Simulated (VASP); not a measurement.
A run of VASP 6.6.1 is set up as follows.

Contents of INCAR:

```
ALGO     = Normal         # electronic algorithm
EDIFF    = 1E-6           # SCF threshold, eV
ENCUT    = 520            # plane-wave cutoff, eV
GGA      = RP             # functional
ISIF     = 2              # what is computed and relaxed
ISMEAR   = -1             # smearing method
LASPH    = T              # aspherical terms in the spheres
LCHARG   = F              # write CHGCAR
LREAL    = F              # projectors in reciprocal space
LWAVE    = F              # write WAVECAR
NBANDS   = 13             # bands
NELM     = 100            # most SCF steps
PREC     = Accurate       # precision mode
SIGMA    = 0.05           # smearing width, eV
```

KPOINTS

```
k-points
0
Gamma
  11 11 11
```

POSCAR

```
Sn
1.0
   -1.7265390000      1.7755470000      2.3383420000
    1.7265390000     -1.7755470000      2.3383420000
    1.7265390000      1.7755470000     -2.3383420000
Sn
1
Direct
    0.0000000000      0.0000000000      0.0000000000
```

Potentials or basis: VASP PAW PBE potentials, release 64 (Sn_d).

Run with:

```sh
$ cat potpaw_PBE.64/Sn_d/POTCAR > POTCAR
$ mpirun -np 1 vasp_std > vasp.out
```

Estimate the pressure.

0.3 GPa.

Predict the band gap on the k mesh.

zero (bands 7 and 8 overlap by 8.86 eV).

Stress tensor (GPa, compression positive):
```
 0.97  0.00  0.00
 0.00 -0.75  0.00
 0.00  0.00  0.66
```

Caveat: the PAW data sets were made with another functional, which shifts forces and pressure a little; spin-orbit coupling is left out, which moves the levels of the heavy elements.
